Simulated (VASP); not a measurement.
Wanted: the native input for a VASP 6.6.1 run.

```
Task                   : single point
Functional             : PBE
Potentials or basis    : VASP PAW PBE potentials, release 64 (Ti_sv)
Cutoff                 : 500 eV
k mesh                 : 3 × 3 × 2
Occupations            : methfessel-paxton, width 0.1 eV
Spin                   : no spin polarisation
Dipole correction      : no
Further INCAR settings : ALGO = Normal; EDIFF = 1e-06; NBANDS = 110
```

The structure of Ti lies in POSCAR:

```
Ti
1.0
    5.9000000679      0.0000000000      0.0000000000
   -2.9500000340      5.1095499412      0.0000000000
    0.0000000000      0.0000000000      9.3600000000
Ti
16
Direct
    0.1666666667      0.3333333333      0.1250000000
    0.3333333333      0.1666666667      0.3750000000
    0.1666666667      0.3333333333      0.6250000000
    0.3333333333      0.1666666667      0.8750000000
    0.1666666667      0.8333333333      0.1250000000
    0.3333333333      0.6666666667      0.3750000000
    0.1666666667      0.8333333333      0.6250000000
    0.3333333333      0.6666666667      0.8750000000
    0.6666666667      0.3333333333      0.1250000000
    0.8333333333      0.1666666667      0.3750000000
    0.6666666667      0.3333333333      0.6250000000
    0.8333333333      0.1666666667      0.8750000000
    0.6666666667      0.8333333333      0.1250000000
    0.8333333333      0.6666666667      0.3750000000
    0.6666666667      0.8333333333      0.6250000000
    0.8333333333      0.6666666667      0.8750000000
```

These files were run (other wordings do the same):

INCAR

```
SYSTEM = Ti
PREC     = Accurate       ! precision mode
ENCUT    = 500            ! plane-wave cutoff, eV
EDIFF    = 1E-6           ! SCF threshold, eV
ISMEAR   = 1              ! smearing method
SIGMA    = 0.1            ! smearing width, eV
LREAL    = .False.        ! projectors in reciprocal space
LASPH    = .True.         ! aspherical terms in the spheres
NELM     = 120            ! most SCF steps
ALGO     = Normal         ! electronic algorithm
ISIF     = 2              ! what is computed and relaxed
LWAVE    = .False.        ! write WAVECAR
LCHARG   = .True.         ! write CHGCAR
GGA      = PE             ! functional
LELF     = .True.         ! ELF
LVHAR    = .True.       
NBANDS   = 110            ! bands
GGA_COMPAT= .False.
```

KPOINTS

```
Automatic mesh
0
Gamma
  3 3 2
  0 0 0
```

Potentials or basis: VASP PAW PBE potentials, release 64 (Ti_sv).

The run is started by

```sh
$ cat potpaw_PBE.64/Ti_sv/POTCAR > POTCAR
$ mpirun -np 1 vasp_std > vasp.out
```

Results of the run:

- Pressure: -1.8 GPa
- Band gap on the k mesh: zero (bands 96 and 97 overlap by 0.82 eV)

Caveat: the k points lie up to 0.41 Å⁻¹ apart, too coarse for converged energies and pressures of a metal.

Wall time 2.8 min on 1 thread of Intel(R) Xeon(R) 6975P-C (Granite Rapids) (shared host), peak memory 0.44 GiB.
